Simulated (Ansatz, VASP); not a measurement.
**Two plane-wave programs on Hf**

The input POSCAR:

```
Hf
1.0
    0.0000000000      2.2092130642      2.2092130642
    2.2092130642      0.0000000000      2.2092130642
    2.2092130642      2.2092130642      0.0000000000
Hf
1
Direct
    0.0000000000      0.0000000000      0.0000000000
```

INCAR.step1

```
SYSTEM = Hf
PREC = Accurate
ENCUT = 520
ISMEAR = -1
SIGMA = 0.1
LREAL = .FALSE.
LASPH = .TRUE.
NELM = 80
NBANDS = 11
GGA = PE
ALGO = Normal
EDIFF = 1E-4
LWAVE = .TRUE.
LCHARG = .FALSE.
```

INCAR.step2

```
SYSTEM = Hf
PREC = Accurate
ENCUT = 520
EDIFF = 1E-6
ISMEAR = -1
SIGMA = 0.1
LREAL = .FALSE.
LASPH = .TRUE.
NELM = 80
ALGO = Normal
ISIF = 2
LWAVE = .FALSE.
LCHARG = .FALSE.
METAGGA = R2SCAN
LMIXTAU = .TRUE.
NBANDS = 11
ISTART = 1
```

KPOINTS

```
Automatic mesh
0
G
  14 14 14
  0 0 0
```

Input for Ansatz:

```yaml
crystal:
  lattice:
    - [0.0, 2.2092130642, 2.2092130642]
    - [2.2092130642, 0.0, 2.2092130642]
    - [2.2092130642, 2.2092130642, 0.0]
  atoms:
    - { symbol: Hf, position: [0.0, 0.0, 0.0] }
hamiltonian:
  xc: r2scan
  pseudopotentials:
    kind: paw
    azcp:
      Hf: "pseudopotentials/Hf.paw.azcp"
basis:
  ecutwfc: 500
  fft_grid_basis: typed
kpoints:
  mp_grid: { grid: [14, 14, 14], shift: [0, 0, 0] }
magnetization:
  spin_polarized: false
scf:
  occupations: { method: fermi_dirac, width: 0.1 }
  lower_state_search: "off"
output:
  stress: true
  write_density: true
  write_potential: true
  elf: true
  volumetric_format: npy
```

Alike in both runs: task single point; functional r2SCAN; k mesh 14 × 14 × 14; occupations fermi-dirac, width 0.1 eV; no spin polarisation.

|  | VASP | Ansatz |
| --- | --- | --- |
| version | VASP 6.6.1 | Ansatz 0.2.0 |
| potentials or method | VASP PAW PBE potentials, release 64 (Hf_pv), cutoff 520 eV | plane waves (500 eV) with PAW, scalar-relativistic |
| valence electrons in the cell | 10 | 26 |

VASP gave:

| Quantity | Value |
| --- | --- |
| pressure (GPa) | 4.0 |

Task: What did Ansatz give for the same quantities?

Result: Pressure (GPa): 4.5.

VASP's potentials were made for PBE, not for r2SCAN. VASP's potentials hold 10 valence electrons a cell and Ansatz's 26, so a difference there can come from the potentials and not from the codes.

Spin-orbit coupling is off throughout.
